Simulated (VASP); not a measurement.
# BaSr3Ti4O12 (P4/mmm) in VASP: single point with r2SCAN

Aim: the single point of BaSr3Ti4O12 with r2SCAN.

All numbers are computed with VASP 6.6.1; they aren't measurements. Logs are shortened: lines on timing, memory, paths and dates and some standing lists are left out, and cuts for length are marked.

### 1 The cell of the first run

It takes space group P4/mmm (No. 123, tetragonal). Conventional cell: a = 3.890 Å, b = 3.890 Å, c = 15.556 Å, α = 90.00°, β = 90.00°, γ = 90.00°. Within 3.6 Å of Ba (site symmetry 4/mmm) lie 12 O at 2.75 to 2.81 Å and 8 Ti at 3.40 Å. Within 3.6 Å of Sr (site symmetry 4mm) lie 12 O at 2.72 to 2.75 Å and 8 Ti at 3.36 Å. Sr (site symmetry 4/mmm) has 12 O at 2.74 to 2.75 Å and 8 Ti at 3.36 Å within 3.6 Å. Within 2.5 Å of Ti (site symmetry 4mm) lie 6 O at 1.92 to 2.00 Å. Ti (site symmetry 4mm) has 6 O at 1.93 to 1.94 Å within 2.6 Å. O (site symmetry 2mm) has 2 Ti at 1.94 Å within 2.6 Å. Within 2.6 Å of O (site symmetry 2mm) lie 2 Ti at 1.94 Å. Within 2.9 Å of O (site symmetry 4/mmm) lie 2 Ti at 2.00 Å and 4 Ba at 2.75 Å and 8 O at 2.81 Å.

### 2 Single point, r2SCAN (11.77 Å³/atom)

POSCAR

```
BaSr3Ti4O12
1.0
    3.8895477771      0.0000000000      0.0000000000
    0.0000000000      3.8895477771      0.0000000000
    0.0000000000      0.0000000000     15.5558686443
Ba Sr Ti O
1 3 4 12
Direct
    0.0000000000      0.0000000000      0.0000000000
    0.0000000000      0.0000000000      0.2524290987
    0.0000000000      0.0000000000      0.5000000000
    0.0000000000      0.0000000000      0.7475709013
    0.5000000000      0.5000000000      0.1285756347
    0.5000000000      0.5000000000      0.3761202890
    0.5000000000      0.5000000000      0.6238797110
    0.5000000000      0.5000000000      0.8714243653
    0.0000000000      0.5000000000      0.1304092860
    0.0000000000      0.5000000000      0.3761819026
    0.0000000000      0.5000000000      0.6238180974
    0.0000000000      0.5000000000      0.8695907140
    0.5000000000      0.5000000000      0.0000000000
    0.5000000000      0.5000000000      0.2521603000
    0.5000000000      0.5000000000      0.5000000000
    0.5000000000      0.5000000000      0.7478397000
    0.5000000000      0.0000000000      0.1304092860
    0.5000000000      0.0000000000      0.3761819026
    0.5000000000      0.0000000000      0.6238180974
    0.5000000000      0.0000000000      0.8695907140
```

INCAR.step1

```
SYSTEM = BaSr3Ti4O12
ALGO = Normal
EDIFF = 1E-4
ENCUT = 520
GGA = PE
ISMEAR = 0
LASPH = .True.
LCHARG = .False.
LREAL = Auto
LWAVE = .True.
NBANDS = 96
NELM = 60
PREC = Accurate
SIGMA = 0.02
```

INCAR.step2

```
SYSTEM = BaSr3Ti4O12
ALGO = Normal
EDIFF = 1E-6
ENCUT = 520
ISIF = 2
ISMEAR = 0
ISTART = 1
LASPH = .True.
LCHARG = .True.
LELF = .True.
LMIXTAU = .True.
LREAL = Auto
LVHAR = .True.
LWAVE = .False.
METAGGA = R2SCAN
NBANDS = 96
NELM = 60
PREC = Accurate
SIGMA = 0.02
```

KPOINTS

```
k-points
0
Gamma
  8 8 2
  0 0 0
```

Potentials or basis: VASP PAW PBE potentials, release 64 (Ba_sv, Sr_sv, Ti_sv, O).

Command:

```sh
$ cat potpaw_PBE.64/Ba_sv/POTCAR potpaw_PBE.64/Sr_sv/POTCAR potpaw_PBE.64/Ti_sv/POTCAR potpaw_PBE.64/O/POTCAR > POTCAR
$ cp INCAR.step1 INCAR
$ mpirun -np 1 vasp_std > vasp.out
$ cp INCAR.step2 INCAR
$ mpirun -np 1 vasp_std > vasp.out
```

OUTCAR:

```text
SYSTEM = BaSr3Ti4O12
   EDIFF = 1E-6
   ENCUT = 520
   ISIF = 2
   ISMEAR = 0
   ISTART = 1
   LASPH = .True.
   LREAL = Auto
   METAGGA = R2SCAN
   NELM = 60
   PREC = Accurate

 ion  position               nearest neighbor table
   1  0.000  0.000  0.000-  13 2.75  13 2.75  13 2.75  13 2.75  20 2.81   9 2.81  12 2.81  12 2.81
                             9 2.81  17 2.81  20 2.81  17 2.81   5 3.40   8 3.40   8 3.40   8 3.40
   2  0.000  0.000  0.252-   9 2.72  17 2.72   9 2.72  17 2.72  10 2.74  10 2.74  18 2.74  18 2.74
                            14 2.75  14 2.75  14 2.75  14 2.75   6 3.36   6 3.36   6 3.36   6 3.36
   3  0.000  0.000  0.500-  10 2.74  11 2.74  18 2.74  19 2.74  10 2.74  11 2.74  18 2.74  19 2.74
                            15 2.75  15 2.75  15 2.75  15 2.75   6 3.36   7 3.36   7 3.36   7 3.36
   4  0.000  0.000  0.748-  12 2.72  20 2.72  12 2.72  20 2.72  11 2.74  19 2.74  19 2.74  11 2.74
                            16 2.75  16 2.75  16 2.75  16 2.75   7 3.36   7 3.36   7 3.36   7 3.36
   5  0.500  0.500  0.129-  14 1.92   9 1.94  17 1.94  17 1.94   9 1.94  13 2.00   2 3.36   2 3.36
                             2 3.36   2 3.36   1 3.40   1 3.40   1 3.40   1 3.40
   6  0.500  0.500  0.376-  15 1.93  14 1.93  10 1.94  18 1.94  18 1.94  10 1.94   2 3.36   2 3.36
                             2 3.36   2 3.36   3 3.36   3 3.36   3 3.36   3 3.36
   7  0.500  0.500  0.624-  15 1.93  16 1.93  11 1.94  19 1.94  19 1.94  11 1.94   4 3.36   4 3.36
                             4 3.36   4 3.36   3 3.36   3 3.36   3 3.36   3 3.36
   8  0.500  0.500  0.871-  16 1.92  12 1.94  20 1.94  20 1.94  12 1.94  13 2.00   4 3.36   4 3.36
                             4 3.36   4 3.36   1 3.40   1 3.40   1 3.40   1 3.40
   9  0.000  0.500  0.130-   5 1.94   5 1.94   2 2.72   2 2.72   1 2.81   1 2.81
  10  0.000  0.500  0.376-   6 1.94   6 1.94   2 2.74   2 2.74   3 2.74   3 2.74
  11  0.000  0.500  0.624-   7 1.94   7 1.94   4 2.74   4 2.74   3 2.74   3 2.74
  12  0.000  0.500  0.870-   8 1.94   8 1.94   4 2.72   4 2.72   1 2.81   1 2.81
  13  0.500  0.500  0.000-   5 2.00   8 2.00   1 2.75   1 2.75   1 2.75   1 2.75
  14  0.500  0.500  0.252-   5 1.92   6 1.93   2 2.75   2 2.75   2 2.75   2 2.75
  15  0.500  0.500  0.500-   6 1.93   7 1.93   3 2.75   3 2.75   3 2.75   3 2.75
  16  0.500  0.500  0.748-   8 1.92   7 1.93   4 2.75   4 2.75   4 2.75   4 2.75
  17  0.500  0.000  0.130-   5 1.94   5 1.94   2 2.72   2 2.72   1 2.81   1 2.81
  18  0.500  0.000  0.376-   6 1.94   6 1.94   2 2.74   2 2.74   3 2.74   3 2.74
  19  0.500  0.000  0.624-   7 1.94   7 1.94   4 2.74   4 2.74   3 2.74   3 2.74
  20  0.500  0.000  0.870-   8 1.94   8 1.94   4 2.72   4 2.72   1 2.81   1 2.81

  LATTYP: Found a simple tetragonal cell.
 ALAT       =     3.8895477771
 C/A-ratio  =     3.9994028961

  Lattice vectors:

 A1 = (   3.8895477771,   0.0000000000,   0.0000000000)
 A2 = (   0.0000000000,   3.8895477771,   0.0000000000)
 A3 = (   0.0000000000,   0.0000000000,  15.5558686443)

Analysis of symmetry for initial positions (statically):
=====================================================================
 Subroutine PRICEL returns:
 Original cell was already a primitive cell.

 Routine SETGRP: Setting up the symmetry group for a
 simple tetragonal supercell.

 Subroutine GETGRP returns: Found 16 space group operations
 (whereof 16 operations were pure point group operations)
 out of a pool of 16 trial point group operations.

The static configuration has the point symmetry D_4h.

Analysis of symmetry for dynamics (positions and initial velocities):
=====================================================================
 Subroutine PRICEL returns:
 Original cell was already a primitive cell.

 Routine SETGRP: Setting up the symmetry group for a
 simple tetragonal supercell.

 Subroutine GETGRP returns: Found 16 space group operations
 (whereof 16 operations were pure point group operations)
 out of a pool of 16 trial point group operations.

The dynamic configuration has the point symmetry D_4h.

 Subroutine INISYM returns: Found 16 space group operations
 (whereof 16 operations are pure point group operations),
 and found     1 'primitive' translations

----------------------------------------------------------------------------------------

                                     Primitive cell

  volume of cell :     235.3382

  direct lattice vectors                    reciprocal lattice vectors
     3.889547777  0.000000000  0.000000000     0.257099297  0.000000000  0.000000000
     0.000000000  3.889547777  0.000000000     0.000000000  0.257099297  0.000000000
     0.000000000  0.000000000 15.555868644     0.000000000  0.000000000  0.064284420

  length of vectors
     3.889547777  3.889547777 15.555868644     0.257099297  0.257099297  0.064284420

  position of ions in fractional coordinates (direct lattice)
     0.000000000  0.000000000  0.000000000
     0.000000000  0.000000000  0.252429099
     0.000000000  0.000000000  0.500000000
     0.000000000  0.000000000  0.747570901
     0.500000000  0.500000000  0.128575635
     0.500000000  0.500000000  0.376120289
[... 12 lines left out ...]
     0.500000000  0.000000000  0.623818097
     0.500000000  0.000000000  0.869590714

  ion indices of the primitive-cell ions
   primitive index   ion index
                 1           1
                 2           2
                 3           3
                 4           4
                 5           5
                 6           6
[... 12 lines left out ...]
                19          19
                20          20

----------------------------------------------------------------------------------------

 KPOINTS: k-points

Automatic generation of k-mesh.
 Grid dimensions read from file:
 generate k-points for:    8    8    2

 Generating k-lattice:

  Cartesian coordinates                     Fractional coordinates (reciprocal lattice)
     0.032137412  0.000000000  0.000000000     0.125000000  0.000000000  0.000000000
     0.000000000  0.032137412  0.000000000     0.000000000  0.125000000  0.000000000
     0.000000000  0.000000000  0.032142210     0.000000000  0.000000000  0.500000000

  Length of vectors
     0.032137412  0.032137412  0.032142210

  Shift w.r.t. Gamma in fractional coordinates (k-lattice)
     0.000000000  0.000000000  0.000000000

 Subroutine IBZKPT returns following result:
 ===========================================

 Found     30 irreducible k-points:

 Following reciprocal coordinates:
            Coordinates               Weight
  0.000000  0.000000  0.000000      1.000000
  0.125000  0.000000  0.000000      4.000000
  0.250000  0.000000  0.000000      4.000000
  0.375000  0.000000  0.000000      4.000000
  0.500000  0.000000  0.000000      2.000000
  0.125000  0.125000  0.000000      4.000000
[... 16 lines left out ...]
  0.375000  0.125000  0.500000      8.000000
  0.500000  0.125000  0.500000      4.000000
 [... further k-points ...]
   k-points           NKPTS =     30   k-points in BZ     NKDIM =     30   number of bands    NBANDS=     96
   number of dos      NEDOS =    301   number of ions     NIONS =     20
   total plane-waves  NPLWV = 108000
   dimension x,y,z NGX =    30 NGY =   30 NGZ =  120
   dimension x,y,z NGXF=    60 NGYF=   60 NGZF=  240
   ions per type =               1   3   4  12
   NGX,Y,Z   is equivalent  to a cutoff of  12.82, 12.82, 12.82 a.u.
   NGXF,Y,Z  is equivalent  to a cutoff of  25.65, 25.65, 25.65 a.u.
 SYSTEM =  BaSr3Ti4O12
   PREC   = accura    normal or accurate (medium, high low for compatibility)
   ISTART =      1    job   : 0-new  1-cont  2-samecut
   ICHARG =      0    charge: 1-file 2-atom 10-const
   ISPIN  =      1    spin polarized calculation?
   LNONCOLLINEAR =      F non collinear calculations
   LSORBIT =      F    spin-orbit coupling
   LASPH  =      T    aspherical Exc in radial PAW
   ENCUT  =  520.0 eV  38.22 Ry    6.18 a.u.   7.23  7.23 28.92*2*pi/ulx,y,z
   NELM   =     60;   NELMIN=  2; NELMDL=  0     # of ELM steps
   EDIFF  = 0.1E-05   stopping-criterion for ELM
   LREAL  =      T    real-space projection
   EDIFFG = 0.1E-04   stopping-criterion for IOM
   NSW    =      0    number of steps for IOM
   IBRION =     -1    ionic relax: 0-MD 1-quasi-New 2-CG
   NFREE  =      0    steps in history (QN), initial steepest desc. (CG)
   ISIF   =      2    stress and relaxation
   ISYM   =      2    0-nonsym 1-usesym 2-fastsym
   POTIM  = 0.5000    time-step for ionic-motion
   TEBEG  =    0.0;   TEEND  =   0.0 temperature during run
   PSTRESS=    0.0 pullay stress
   NELECT =     160.0000    total number of electrons
   NUPDOWN=      -1.0000    fix difference up-down
   EMIN   =  10.00;   EMAX   =-10.00  energy-range for DOS
   EFERMI =   0.00;   METHOD = LEGACY
   ISMEAR =     0;   SIGMA  =   0.02  broadening in eV -4-tet -1-fermi 0-gaus
   EFERMI_NEDOS =   21; number of points for ismear=-14 and -15
   IALGO  =     38    algorithm
   IMIX   =      4    mixing-type and parameters
     AMIX     =   0.40;   BMIX     =  1.00
     AMIX_MAG =   1.60;   BMIX_MAG =  1.00
  volume/ion in A,a.u.               =      11.77        79.41
  Fermi-wavevector in a.u.,A,eV,Ry     =   1.439519  2.720296 28.194187  2.072214
  Thomas-Fermi vector in A             =   2.558365
   LORBIT       =      0    0 simple, 1 ext, 2 COOP (PROOUT), +10 PAW based schemes
   METAGGA = R2SCAN    functional components
   LHFCALC =     F    Hartree Fock is set to
   AEXX    =    0.0000 exact exchange contribution
   IVDW    =     0    specifies the selected vdW correction
   LEPSILON=     F    determine dielectric tensor
   LRPA    =     F    only Hartree local field effects (RPA)
 non-spin polarized calculation
 Gauss-broadening in eV      SIGMA  =   0.02
  energy-cutoff  :      520.00
  volume of cell :      235.34
 maximum number of plane-waves:      6376
 NGX is ok and might be reduce to    30
   NGX = 15   NGY = 15   NGZ = 57

 number of electron     160.0000044 magnetization

 Free energy of the ion-electron system (eV)
  ---------------------------------------------------
  ext. energy  EPLUGINS =         0.00000000
  ---------------------------------------------------
  free energy    TOTEN  =      -263.99471137 eV

  energy without entropy =     -263.99471137  energy(sigma->0) =     -263.99471137

 E-fermi :   4.2801     XC(G=0): -12.1087

 val. band max:        4.0279592263   @ k =   0.5000   0.5000   0.0000
 cond. band min:       6.3186547773   @ k =   0.0000   0.0000   0.0000
 fundamental gap:      2.2906955510
 Fermi energy:         4.2801031236

 k-point     1 :       0.0000    0.0000    0.0000
  band No.  band energies     occupation
      1     -54.5987      2.00000
      2     -54.5981      2.00000
      3     -54.5233      2.00000
      4     -54.5222      2.00000
      5     -29.9118      2.00000
      6     -29.8703      2.00000
[... 84 lines left out ...]
     91       8.3087      0.00000
     92       8.3087      0.00000

 k-point     2 :       0.1250    0.0000    0.0000
  band No.  band energies     occupation
      1     -54.5984      2.00000
      2     -54.5978      2.00000
      3     -54.5230      2.00000
      4     -54.5219      2.00000
      5     -29.9053      2.00000
      6     -29.8675      2.00000
[... 2079 lines left out ...]
     91       8.4852      0.00000
     92       8.6054      0.00000

 k-point    24 :       0.5000    0.1250    0.5000
  band No.  band energies     occupation
      1     -54.5966      2.00000
      2     -54.5960      2.00000
      3     -54.5212      2.00000
      4     -54.5201      2.00000
      5     -29.9082      2.00000
      6     -29.9078      2.00000
[... 84 lines left out ...]
     91       8.6415      0.00000
     92       8.7521      0.00000

 [... further k-points ...]

 [bands above 92 left out]

------------------------ aborting loop because EDIFF is reached ----------------------------------------

  FORCE on cell =-STRESS in cart. coord.  units (eV):
  Direction    XX          YY          ZZ          XY          YZ          ZX
  --------------------------------------------------------------------------------------
  -------------------------------------------------------------------------------------
  Total       10.9216145     10.9216145     10.9316472      0.0000000     -0.0000000      0.0000000
  in kB       74.3541028     74.3541028     74.4224054      0.0000000     -0.0000000      0.0000000
  external PRESSURE =      74.3768703 kB  Pullay stress =       0.0000000 kB

 VOLUME and BASIS-vectors are now :
 -----------------------------------------------------------------------------
  energy-cutoff  :      520.00
  volume of cell :      235.34
      direct lattice vectors                 reciprocal lattice vectors
     3.889547777  0.000000000  0.000000000     0.257099297  0.000000000  0.000000000
     0.000000000  3.889547777  0.000000000     0.000000000  0.257099297  0.000000000
     0.000000000  0.000000000 15.555868644     0.000000000  0.000000000  0.064284420

 POSITION                                       TOTAL-FORCE (eV/Angst)
 -----------------------------------------------------------------------------------
      0.00000      0.00000      0.00000         0.000000     -0.000000      0.000000
      0.00000      0.00000      3.92675         0.000000     -0.000000      0.012400
      0.00000      0.00000      7.77793         0.000000     -0.000000      0.000000
      0.00000      0.00000     11.62911        -0.000000     -0.000000     -0.012400
      1.94477      1.94477      2.00011        -0.000000      0.000000      0.015231
      1.94477      1.94477      5.85088         0.000000     -0.000000     -0.008944
[... 12 lines left out ...]
      1.94477      0.00000      9.70403         0.000000      0.000000     -0.007688
      1.94477      0.00000     13.52724         0.000000      0.000000     -0.036414
 -----------------------------------------------------------------------------------
    total drift:                                0.000000      0.000000      0.000000

  FREE ENERGIE OF THE ION-ELECTRON SYSTEM (eV)
  ---------------------------------------------------
  free  energy   TOTEN  =      -263.9947113682 eV

  energy  without entropy=     -263.9947113682  energy(sigma->0) =     -263.99471137
```

It took 71 min on 1 thread of Oxide Virtual Turin-like, shared host; peak memory 0.59 GiB.

What came out:

- Free energy: -263.9947 eV
- Pressure: 7.4 GPa
- Largest force: 0.036 eV/Å
- Band gap on the k mesh: 2.29 eV (least direct gap 2.57 eV)

Forces in eV/Å, atoms in the order of the input:
```
Ba   0.000  0.000  0.000
Sr   0.000  0.000  0.012
Sr   0.000  0.000  0.000
Sr   0.000  0.000 -0.012
Ti   0.000  0.000  0.015
Ti   0.000  0.000 -0.009
Ti   0.000  0.000  0.009
Ti   0.000  0.000 -0.015
O    0.000  0.000  0.036
O    0.000  0.000  0.008
O    0.000  0.000 -0.008
O    0.000  0.000 -0.036
O    0.000  0.000  0.000
O    0.000  0.000  0.010
O    0.000  0.000  0.000
O    0.000  0.000 -0.010
O    0.000  0.000  0.036
O    0.000  0.000  0.008
O    0.000  0.000 -0.008
O    0.000  0.000 -0.036
```

Levels at points of the mesh, in eV from the valence-band top:
```tsv
k point	band 77	band 78	band 79	band 80	band 81	band 82	band 83	band 84
(0.00, 0.00, 0.00)	-0.58	-0.32	-0.31	-0.31	2.29	2.30	2.30	2.37
(0.50, 0.00, 0.00)	-0.77	-0.72	-0.57	-0.10	2.48	3.39	3.47	4.23
(0.50, 0.50, 0.00)	-0.05	0.00	0.00	0.00	4.26	4.26	4.58	4.58
(0.00, 0.00, 0.50)	-0.44	-0.44	-0.39	-0.39	2.30	2.34	2.43	2.48
(0.50, 0.00, 0.50)	-1.01	-0.93	-0.28	-0.18	2.76	2.80	3.96	4.13
(0.50, 0.50, 0.50)	-0.10	-0.09	-0.03	0.00	4.32	4.32	4.38	4.38
```

Caveat: the cell stands under pressure; the PAW data sets were made with another functional, which shifts forces and pressure a little; spin-orbit coupling is left out, which moves the levels of the heavy elements. A k mesh can miss the band edges.
